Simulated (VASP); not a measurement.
# TiCo (Pm-3m) in VASP: further runs

The runs below take TiCo through single point, with PBE.

Everything below comes from runs of VASP 6.6.1. Logs are shortened: lines on timing, memory, paths and dates and some standing lists are left out, and cuts for length are marked.

### Step 1. The cell of the first run

The structure is cubic, space group Pm-3m (No. 221). The conventional cell has a = 2.935 Å, b = 2.935 Å, c = 2.935 Å, α = 90.00°, β = 90.00°, γ = 90.00°. Ti (site symmetry m-3m) has 8 Co at 2.54 Å and 6 Ti at 2.94 Å within 3.4 Å. Co (site symmetry m-3m) has 8 Ti at 2.54 Å and 6 Co at 2.94 Å within 3.4 Å.

### Step 2. Single point, PBE, collinear spin, ferromagnetic start

Contents of INCAR:

```
PREC = Accurate
ENCUT = 520
EDIFF = 1E-6
ISMEAR = -1
SIGMA = 0.1
LREAL = False
LASPH = True
NELM = 150
ALGO = Normal
ISIF = 2
LWAVE = False
LCHARG = False
ISPIN = 2
MAGMOM = 0 2.5
LORBIT = 11
LMAXMIX = 4
GGA = PE
NBANDS = 22
```

Contents of KPOINTS:

```
Automatic mesh
0
Gamma
  10 10 10
```

Contents of POSCAR:

```
TiCo
1.0
    2.9354891697      0.0000000000      0.0000000000
    0.0000000000      2.9354891697      0.0000000000
    0.0000000000      0.0000000000      2.9354891697
Ti Co
1 1
Direct
    0.0000000000      0.0000000000      0.0000000000
    0.5000000000      0.5000000000      0.5000000000
```

Potentials or basis: VASP PAW PBE potentials, release 64 (Ti_sv, Co).

Run with:

```sh
> cat potpaw_PBE.64/Ti_sv/POTCAR potpaw_PBE.64/Co/POTCAR > POTCAR
> mpirun -np 1 vasp_std > vasp.out
```

OUTCAR:

```text
PREC = Accurate
   ENCUT = 520
   EDIFF = 1E-6
   ISMEAR = -1
   LREAL = False
   LASPH = True
   NELM = 150
   ISIF = 2
   ISPIN = 2
   LORBIT = 11
   GGA = PE

 ion  position               nearest neighbor table
   1  0.000  0.000  0.000-   2 2.54   2 2.54   2 2.54   2 2.54   2 2.54   2 2.54   2 2.54   2 2.54

   2  0.500  0.500  0.500-   1 2.54   1 2.54   1 2.54   1 2.54   1 2.54   1 2.54   1 2.54   1 2.54

  LATTYP: Found a simple cubic cell.
 ALAT       =     2.9354891697

  Lattice vectors:

 A1 = (   2.9354891697,   0.0000000000,   0.0000000000)
 A2 = (   0.0000000000,   2.9354891697,   0.0000000000)
 A3 = (   0.0000000000,   0.0000000000,   2.9354891697)

Analysis of symmetry for initial positions (statically):
=====================================================================
 Subroutine PRICEL returns:
 Original cell was already a primitive cell.

 Routine SETGRP: Setting up the symmetry group for a
 simple cubic supercell.

 Subroutine GETGRP returns: Found 48 space group operations
 (whereof 48 operations were pure point group operations)
 out of a pool of 48 trial point group operations.

The static configuration has the point symmetry O_h .

Analysis of symmetry for dynamics (positions and initial velocities):
=====================================================================
 Subroutine PRICEL returns:
 Original cell was already a primitive cell.

 Routine SETGRP: Setting up the symmetry group for a
 simple cubic supercell.

 Subroutine GETGRP returns: Found 48 space group operations
 (whereof 48 operations were pure point group operations)
 out of a pool of 48 trial point group operations.

The dynamic configuration has the point symmetry O_h .

Analysis of structural, dynamic, and magnetic symmetry:
=====================================================================
 Subroutine PRICEL returns:
 Original cell was already a primitive cell.

 Routine SETGRP: Setting up the symmetry group for a
 simple cubic supercell.

 Subroutine GETGRP returns: Found 48 space group operations
 (whereof 48 operations were pure point group operations)
 out of a pool of 48 trial point group operations.

The overall configuration has the point symmetry O_h .

 Subroutine INISYM returns: Found 48 space group operations
 (whereof 48 operations are pure point group operations),
 and found     1 'primitive' translations

----------------------------------------------------------------------------------------

                                     Primitive cell

  volume of cell :      25.2954

  direct lattice vectors                    reciprocal lattice vectors
     2.935489170  0.000000000  0.000000000     0.340658726  0.000000000  0.000000000
     0.000000000  2.935489170  0.000000000     0.000000000  0.340658726  0.000000000
     0.000000000  0.000000000  2.935489170     0.000000000  0.000000000  0.340658726

  length of vectors
     2.935489170  2.935489170  2.935489170     0.340658726  0.340658726  0.340658726

  position of ions in fractional coordinates (direct lattice)
     0.000000000  0.000000000  0.000000000
     0.500000000  0.500000000  0.500000000

  ion indices of the primitive-cell ions
   primitive index   ion index
                 1           1
                 2           2

----------------------------------------------------------------------------------------

 KPOINTS: Automatic mesh

Automatic generation of k-mesh.
 Grid dimensions read from file:
 generate k-points for:   10   10   10

 Generating k-lattice:

  Cartesian coordinates                     Fractional coordinates (reciprocal lattice)
     0.034065873  0.000000000  0.000000000     0.100000000  0.000000000  0.000000000
     0.000000000  0.034065873  0.000000000     0.000000000  0.100000000  0.000000000
     0.000000000  0.000000000  0.034065873     0.000000000  0.000000000  0.100000000

  Length of vectors
     0.034065873  0.034065873  0.034065873

  Shift w.r.t. Gamma in fractional coordinates (k-lattice)
     0.000000000  0.000000000  0.000000000

 Subroutine IBZKPT returns following result:
 ===========================================

 Found     56 irreducible k-points:

 Following reciprocal coordinates:
            Coordinates               Weight
  0.000000  0.000000  0.000000      1.000000
  0.100000  0.000000  0.000000      6.000000
  0.200000  0.000000  0.000000      6.000000
  0.300000  0.000000  0.000000      6.000000
  0.400000  0.000000  0.000000      6.000000
  0.500000  0.000000  0.000000      3.000000
[... 16 lines left out ...]
  0.200000  0.100000  0.100000     24.000000
  0.300000  0.100000  0.100000     24.000000
 [... further k-points ...]
   k-points           NKPTS =     56   k-points in BZ     NKDIM =     56   number of bands    NBANDS=     22
   number of dos      NEDOS =    301   number of ions     NIONS =      2
   total plane-waves  NPLWV =  13824
   dimension x,y,z NGX =    24 NGY =   24 NGZ =   24
   dimension x,y,z NGXF=    48 NGYF=   48 NGZF=   48
   ions per type =               1   1
   NGX,Y,Z   is equivalent  to a cutoff of  13.59, 13.59, 13.59 a.u.
   NGXF,Y,Z  is equivalent  to a cutoff of  27.18, 27.18, 27.18 a.u.
 SYSTEM =  unknown system
   PREC   = accura    normal or accurate (medium, high low for compatibility)
   ISTART =      0    job   : 0-new  1-cont  2-samecut
   ICHARG =      2    charge: 1-file 2-atom 10-const
   ISPIN  =      2    spin polarized calculation?
   LNONCOLLINEAR =      F non collinear calculations
   LSORBIT =      F    spin-orbit coupling
   LASPH  =      T    aspherical Exc in radial PAW
   ENCUT  =  520.0 eV  38.22 Ry    6.18 a.u.   5.46  5.46  5.46*2*pi/ulx,y,z
   NELM   =    150;   NELMIN=  2; NELMDL= -5     # of ELM steps
   EDIFF  = 0.1E-05   stopping-criterion for ELM
   LREAL  =      F    real-space projection
   EDIFFG = 0.1E-04   stopping-criterion for IOM
   NSW    =      0    number of steps for IOM
   IBRION =     -1    ionic relax: 0-MD 1-quasi-New 2-CG
   NFREE  =      0    steps in history (QN), initial steepest desc. (CG)
   ISIF   =      2    stress and relaxation
   ISYM   =      2    0-nonsym 1-usesym 2-fastsym
   POTIM  = 0.5000    time-step for ionic-motion
   TEBEG  =    0.0;   TEEND  =   0.0 temperature during run
   PSTRESS=    0.0 pullay stress
   NELECT =      21.0000    total number of electrons
   NUPDOWN=      -1.0000    fix difference up-down
   EMIN   =  10.00;   EMAX   =-10.00  energy-range for DOS
   EFERMI =   0.00;   METHOD = LEGACY
   ISMEAR =    -1;   SIGMA  =   0.10  broadening in eV -4-tet -1-fermi 0-gaus
   EFERMI_NEDOS =   21; number of points for ismear=-14 and -15
   IALGO  =     38    algorithm
   IMIX   =      4    mixing-type and parameters
     AMIX     =   0.40;   BMIX     =  1.00
     AMIX_MAG =   1.60;   BMIX_MAG =  1.00
  volume/ion in A,a.u.               =      12.65        85.35
  Fermi-wavevector in a.u.,A,eV,Ry     =   1.538630  2.907589 32.210179  2.367381
  Thomas-Fermi vector in A             =   2.644971
   LORBIT       =     11    0 simple, 1 ext, 2 COOP (PROOUT), +10 PAW based schemes
   GGA     = PE    functional components
   LHFCALC =     F    Hartree Fock is set to
   AEXX    =    0.0000 exact exchange contribution
   IVDW    =     0    specifies the selected vdW correction
   LEPSILON=     F    determine dielectric tensor
   LRPA    =     F    only Hartree local field effects (RPA)
 spin polarized calculation
  energy-cutoff  :      520.00
  volume of cell :       25.30
 maximum number of plane-waves:       697
 NGX is ok and might be reduce to    24
   NGX = 11   NGY = 11   NGZ = 11

 number of electron      21.0000008 magnetization       0.7279155

 Free energy of the ion-electron system (eV)
  ---------------------------------------------------
  ext. energy  EPLUGINS =         0.00000000
  ---------------------------------------------------
  free energy    TOTEN  =       -15.67597971 eV

  energy without entropy =      -15.60949173  energy(sigma->0) =      -15.64273572

 E-fermi :  10.5899     XC(G=0): -12.8499

 val. band max:       10.5779380597   @ k =   0.5000   0.4000   0.4000
 cond. band min:      10.6205398856   @ k =   0.5000   0.4000   0.3000
 fundamental gap:      0.0426018259
 Fermi energy:        10.5899317078

 spin component 1

 k-point     1 :       0.0000    0.0000    0.0000
  band No.  band energies     occupation
      1     -46.4778      1.00000
      2     -22.5542      1.00000
      3     -22.5542      1.00000
      4     -22.5542      1.00000
      5       2.7092      1.00000
      6       6.2481      1.00000
[... 14 lines left out ...]
     21      31.0647      0.00000
     22      31.9501      0.00000

 k-point     2 :       0.1000    0.0000    0.0000
  band No.  band energies     occupation
      1     -46.4741      1.00000
      2     -22.5890      1.00000
      3     -22.5517      1.00000
      4     -22.5517      1.00000
      5       2.9164      1.00000
      6       6.3333      1.00000
[... 14 lines left out ...]
     21      31.4896      0.00000
     22      31.6845      0.00000

 k-point     3 :       0.2000    0.0000    0.0000
  band No.  band energies     occupation
      1     -46.4642      1.00000
      2     -22.6796      1.00000
      3     -22.5452      1.00000
      4     -22.5452      1.00000
      5       3.5143      1.00000
      6       6.5767      1.00000
[... 14 lines left out ...]
     21      30.7113      0.00000
     22      31.9840      0.00000
[... 476 lines left out ...]
 k-point    23 :       0.2000    0.1000    0.1000
  band No.  band energies     occupation
      1     -46.4570      1.00000
      2     -22.6729      1.00000
      3     -22.5777      1.00000
      4     -22.5741      1.00000
      5       3.8858      1.00000
      6       6.7238      1.00000
[... 14 lines left out ...]
     21      29.9621      0.00000
     22      30.4514      0.00000

 k-point    24 :       0.3000    0.1000    0.1000
  band No.  band energies     occupation
      1     -46.4450      1.00000
      2     -22.7812      1.00000
      3     -22.5679      1.00000
      4     -22.5658      1.00000
      5       4.7415      1.00000
      6       7.0271      1.00000
[... 14 lines left out ...]
     21      29.2884      0.00000
     22      29.3086      0.00000

 [... further k-points ...]

 spin component 2

 k-point     1 :       0.0000    0.0000    0.0000
  band No.  band energies     occupation
      1     -46.4714      1.00000
      2     -22.5483      1.00000
      3     -22.5483      1.00000
      4     -22.5483      1.00000
      5       2.7138      1.00000
      6       6.7871      1.00000
[... 14 lines left out ...]
     21      31.1980      0.00000
     22      31.8688      0.00000

 k-point     2 :       0.1000    0.0000    0.0000
  band No.  band energies     occupation
      1     -46.4676      1.00000
      2     -22.5834      1.00000
      3     -22.5458      1.00000
      4     -22.5458      1.00000
      5       2.9214      1.00000
      6       6.8863      1.00000
[... 14 lines left out ...]
     21      31.4063      0.00000
     22      31.8334      0.00000

 k-point     3 :       0.2000    0.0000    0.0000
  band No.  band energies     occupation
      1     -46.4576      1.00000
      2     -22.6746      1.00000
      3     -22.5393      1.00000
      4     -22.5393      1.00000
      5       3.5208      1.00000
      6       7.1289      1.00000
[... 14 lines left out ...]
     21      30.6235      0.00000
     22      31.9454      0.00000
[... 476 lines left out ...]
 k-point    23 :       0.2000    0.1000    0.1000
  band No.  band energies     occupation
      1     -46.4504      1.00000
      2     -22.6679      1.00000
      3     -22.5720      1.00000
      4     -22.5684      1.00000
      5       3.8943      1.00000
      6       7.3264      1.00000
[... 14 lines left out ...]
     21      29.9077      0.00000
     22      30.4127      0.00000

 k-point    24 :       0.3000    0.1000    0.1000
  band No.  band energies     occupation
      1     -46.4383      1.00000
      2     -22.7771      1.00000
      3     -22.5621      1.00000
      4     -22.5601      1.00000
      5       4.7609      1.00000
      6       7.5292      1.00000
[... 14 lines left out ...]
     21      29.2914      0.00000
     22      29.3419      0.00000

 [... further k-points ...]

------------------------ aborting loop because EDIFF is reached ----------------------------------------

  FORCE on cell =-STRESS in cart. coord.  units (eV):
  Direction    XX          YY          ZZ          XY          YZ          ZX
  --------------------------------------------------------------------------------------
  -------------------------------------------------------------------------------------
  Total        1.3417956      1.3417956      1.3417956      0.0000000      0.0000000      0.0000000
  in kB       84.9875891     84.9875891     84.9875891      0.0000000      0.0000000      0.0000000
  external PRESSURE =      84.9875891 kB  Pullay stress =       0.0000000 kB

 VOLUME and BASIS-vectors are now :
 -----------------------------------------------------------------------------
  energy-cutoff  :      520.00
  volume of cell :       25.30
      direct lattice vectors                 reciprocal lattice vectors
     2.935489170  0.000000000  0.000000000     0.340658726  0.000000000  0.000000000
     0.000000000  2.935489170  0.000000000     0.000000000  0.340658726  0.000000000
     0.000000000  0.000000000  2.935489170     0.000000000  0.000000000  0.340658726

 POSITION                                       TOTAL-FORCE (eV/Angst)
 -----------------------------------------------------------------------------------
      0.00000      0.00000      0.00000         0.000000      0.000000      0.000000
      1.46774      1.46774      1.46774         0.000000      0.000000      0.000000
 -----------------------------------------------------------------------------------
    total drift:                                0.000000      0.000000     -0.000000

  FREE ENERGIE OF THE ION-ELECTRON SYSTEM (eV)
  ---------------------------------------------------
  free  energy   TOTEN  =       -15.6759797092 eV

  energy  without entropy=      -15.6094917333  energy(sigma->0) =      -15.64273572

 total charge

# of ion       s       p       d       tot
------------------------------------------
    1        2.259   6.197   1.905  10.362
    2        0.546   0.488   7.347   8.381
--------------------------------------------------
tot          2.805   6.686   9.252  18.743

 magnetization (x)

# of ion       s       p       d       tot
------------------------------------------
    1       -0.002  -0.010   0.003  -0.009
    2        0.026  -0.004   0.747   0.769
--------------------------------------------------
tot          0.024  -0.014   0.750   0.761
```

Wall time 37 s (1 thread of AMD EPYC 9R45 (Zen 5), shared host); peak memory 0.15 GiB.

Results:

| Property | Result |
| --- | --- |
| Free energy | -15.6760 eV |
| Pressure | 8.5 GPa |
| Net moment | 0.73 μB per cell |
| Site moments | Ti -0.01; Co +0.77 μB |
| Valence electrons inside the program's atomic spheres | Ti 10.36; Co 8.38 |

Caveat: the cell stands under pressure.

### Step 3. Single point, PBE, collinear spin, ferromagnetic start

This run uses another cell than the first one, of 12.98 Å³/atom.

Contents of INCAR:

```
SYSTEM = TiCo
  ALGO = Normal
  EDIFF = 1E-6
  ENCUT = 520
  GGA = PE
  ISIF = 2
  ISMEAR = -1
  ISPIN = 2
  LASPH = .TRUE.
  LCHARG = .TRUE.
  LELF = .TRUE.
  LMAXMIX = 4
  LORBIT = 11
  LREAL = .FALSE.
  LVHAR = .TRUE.
  LWAVE = .FALSE.
  MAGMOM = 0 2.5
  NBANDS = 22
  NELM = 150
  PREC = Accurate
  SIGMA = 0.1
```

Contents of KPOINTS:

```
k-points
0
G
  10 10 10
  0 0 0
```

Contents of POSCAR:

```
TiCo
1.0
    2.9610164438      0.0000000000      0.0000000000
    0.0000000000      2.9610164438      0.0000000000
    0.0000000000      0.0000000000      2.9610164438
Ti Co
1 1
Direct
    0.0000000000      0.0000000000      0.0000000000
    0.5000000000      0.5000000000      0.5000000000
```

Potentials or basis: VASP PAW PBE potentials, release 64 (Ti_sv, Co).

Run with:

```sh
> cat potpaw_PBE.64/Ti_sv/POTCAR potpaw_PBE.64/Co/POTCAR > POTCAR
> mpirun -np 1 vasp_std > vasp.out
```

Wall time 36 s (1 thread of AMD EPYC 9R45 (Zen 5), shared host); peak memory 0.15 GiB.

Results (log left out):

| Quantity | Value |
| --- | --- |
| Free energy | -15.7009 eV |
| Pressure | 3.7 GPa |
| Net moment | 0.78 μB per cell |
| Site moments | Ti -0.02; Co +0.84 μB |
| Valence electrons inside the program's atomic spheres | Ti 10.32; Co 8.33 |

Levels at points of the mesh, in eV from the Fermi level:
Spin up:
```csv
k point,band 8,band 9,band 10,band 11,band 12,band 13,band 14,band 15
"(0.00, 0.00, 0.00)",-1.84,-1.84,-1.84,0.55,0.55,2.78,2.78,2.78
"(0.50, 0.00, 0.00)",-1.95,-1.95,-1.47,-0.73,-0.48,0.69,0.69,2.31
"(0.50, 0.50, 0.00)",-2.74,-1.39,-0.69,0.69,0.69,1.17,2.56,2.56
"(0.50, 0.50, 0.50)",-2.14,-2.14,-2.14,-1.37,-1.37,3.30,3.30,7.17
```
Spin down:
| k point | band 8 | band 9 | band 10 | band 11 | band 12 | band 13 |
| --- | --- | --- | --- | --- | --- | --- |
| (0.00, 0.00, 0.00) | -1.35 | -1.35 | -1.35 | 1.05 | 1.05 | 2.87 |
| (0.50, 0.00, 0.00) | -1.43 | -1.43 | -0.90 | -0.82 | 0.60 | 0.70 |
| (0.50, 0.50, 0.00) | -2.35 | -0.04 | 0.28 | 0.67 | 0.67 | 1.32 |
| (0.50, 0.50, 0.50) | -2.13 | -2.13 | -2.13 | -0.01 | -0.01 | 3.25 |

Caveat: the cell stands under pressure.

### Step 4. Single point, PBE, collinear spin, ferromagnetic start

This run uses another cell than the first one, of 13.31 Å³/atom.

Contents of INCAR:

```
ALGO = Normal
EDIFF = 1E-6
ENCUT = 520
GGA = PE
ISIF = 2
ISMEAR = -1
ISPIN = 2
LASPH = True
LCHARG = False
LMAXMIX = 4
LORBIT = 11
LREAL = False
LWAVE = False
MAGMOM = 0 2.5
NBANDS = 22
NELM = 150
PREC = Accurate
SIGMA = 0.1
```

Contents of KPOINTS:

```
k-points
0
Gamma
  10 10 10
```

Contents of POSCAR:

```
TiCo
1.0
    2.9861110000      0.0000000000      0.0000000000
    0.0000000000      2.9861110000      0.0000000000
    0.0000000000      0.0000000000      2.9861110000
Ti Co
1 1
Direct
    0.0000000000      0.0000000000      0.0000000000
    0.5000000000      0.5000000000      0.5000000000
```

Run with:

```sh
> cat potpaw_PBE.64/Ti_sv/POTCAR potpaw_PBE.64/Co/POTCAR > POTCAR
> mpirun -np 1 vasp_std > vasp.out
```

It took 37 s on 1 thread of AMD EPYC 9R45 (Zen 5), shared host; peak memory 0.15 GiB.

Results (log left out):

| Quantity | Value |
| --- | --- |
| Free energy | -15.7068 eV |
| Pressure | -0.7 GPa |
| Net moment | 0.81 μB per cell |
| Site moments | Ti -0.04; Co +0.90 μB |
| Valence electrons inside the program's atomic spheres | Ti 10.29; Co 8.29 |

Levels at points of the mesh, in eV from the Fermi level:
Spin up:
| k point | band 8 | band 9 | band 10 | band 11 | band 12 | band 13 | band 14 | band 15 |
| --- | --- | --- | --- | --- | --- | --- | --- | --- |
| (0.00, 0.00, 0.00) | -1.82 | -1.82 | -1.82 | 0.52 | 0.52 | 2.69 | 2.69 | 2.69 |
| (0.50, 0.00, 0.00) | -1.93 | -1.93 | -1.47 | -0.67 | -0.55 | 0.69 | 0.69 | 2.26 |
| (0.50, 0.50, 0.00) | -2.68 | -1.43 | -0.72 | 0.66 | 0.66 | 1.13 | 2.47 | 2.47 |
| (0.50, 0.50, 0.50) | -2.05 | -2.05 | -2.05 | -1.40 | -1.40 | 3.21 | 3.21 | 6.95 |
Spin down:
| k point | band 8 | band 9 | band 10 | band 11 | band 12 | band 13 |
| --- | --- | --- | --- | --- | --- | --- |
| (0.00, 0.00, 0.00) | -1.30 | -1.30 | -1.30 | 1.04 | 1.04 | 2.78 |
| (0.50, 0.00, 0.00) | -1.37 | -1.37 | -0.86 | -0.78 | 0.60 | 0.69 |
| (0.50, 0.50, 0.00) | -2.26 | 0.01 | 0.31 | 0.63 | 0.63 | 1.28 |
| (0.50, 0.50, 0.50) | -2.06 | -2.06 | -2.06 | 0.04 | 0.04 | 3.15 |

### Step 5. Overview

```tsv
cell	gap on the mesh (eV)	pressure (GPa)	moment (μB)
a = 2.935 Å, 2 atoms	none	8.5	0.73
a = 2.961 Å, 2 atoms	none	3.7	0.78
a = 2.986 Å, 2 atoms	none	-0.7	0.81
```

Alike in all rows: task single point; level PBE; potentials or basis VASP PAW PBE potentials, release 64 (Ti_sv, Co); spin collinear, ferromagnetic start; k mesh 10 × 10 × 10; cutoff (eV) 520; smearing fermi-dirac 0.1 eV.

Caveats: the cell stands under pressure (at least some runs).

Absolute energies hang on the potentials; compare differences alone.
